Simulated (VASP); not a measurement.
## Li2S: single point with PBE

Li2S:

```xyz
3
Lattice="0.0000 2.8445 2.8445 2.8445 0.0000 2.8445 2.8445 2.8445 0.0000" Properties=species:S:1:pos:R:3 pbc="T T T"
Li    1.4223    1.4223    1.4223
Li    4.2668    4.2668    4.2668
S     0.0000    0.0000    0.0000
```

```
Program             : VASP 6.6.1
Task                : single point
Functional          : PBE
Potentials or basis : VASP PAW PBE potentials, release 64 (Li_sv, S)
Cutoff              : 750 eV
k mesh              : 7 × 7 × 7
Occupations         : gaussian, width 0.01 eV
Spin                : no spin polarisation
```

| Item | Value |
| --- | --- |
| Pressure | 0.2 GPa |
| Band gap on the k mesh | 3.54 eV (least direct gap 4.29 eV) |

Levels at points of the mesh, in eV from the valence-band top:
```tsv
k point	band 3	band 4	band 5	band 6	band 7	band 8	band 9	band 10
(0.00, 0.00, 0.00)	-11.04	0.00	0.00	0.00	4.29	6.23	6.23	6.23
```

It took 9.4 s on 1 thread of Intel(R) Xeon(R) 6975P-C (Granite Rapids), with other jobs on the host, peak memory 0.19 GiB.

Caveat: an odd mesh through Γ misses points on the zone boundary, where band edges can lie.
